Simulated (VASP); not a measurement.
Here is a VASP 6.6.1 calculation.

Contents of INCAR:

```
  ALGO = Normal
  EDIFF = 1E-7
  ENCUT = 520
  GGA = PE
  ISIF = 2
  ISMEAR = 0
  LASPH = True
  LCHARG = False
  LREAL = False
  LWAVE = False
  NBANDS = 16
  NELM = 100
  PREC = Accurate
  SIGMA = 0.05
```

File KPOINTS:

```
k-points
0
Gamma
  6 6 6
```

File POSCAR:

```
SrLiH3
1.0
    4.6307910000      0.0000000000      0.0173654662
    0.0000000000      4.6307910000      0.0000000000
    0.0173654662      0.0000000000      4.6307910000
Li Sr H
1 1 3
Direct
    0.0000000000      0.0000000000      0.0000000000
    0.5000000000      0.5000000000      0.5000000000
    0.0000000000      0.5000000000      0.5000000000
    0.5000000000      0.0000000000      0.5000000000
    0.5000000000      0.5000000000      0.0000000000
```

Potentials or basis: VASP PAW PBE potentials, release 64 (Li_sv, Sr_sv, H).

Run with:

```sh
$ cat potpaw_PBE.64/Li_sv/POTCAR potpaw_PBE.64/Sr_sv/POTCAR potpaw_PBE.64/H/POTCAR > POTCAR
$ mpirun -np 1 vasp_std > vasp.out
```

Task: What does it give for the band gap on the k mesh?

Result: 1.81 eV (least direct gap 2.23 eV).

Caveat: the cell differs from its parent crystal (strain +0.0075 x Voigt [0, 0, 0, 0, 1, 0]). A k mesh can miss the band edges.
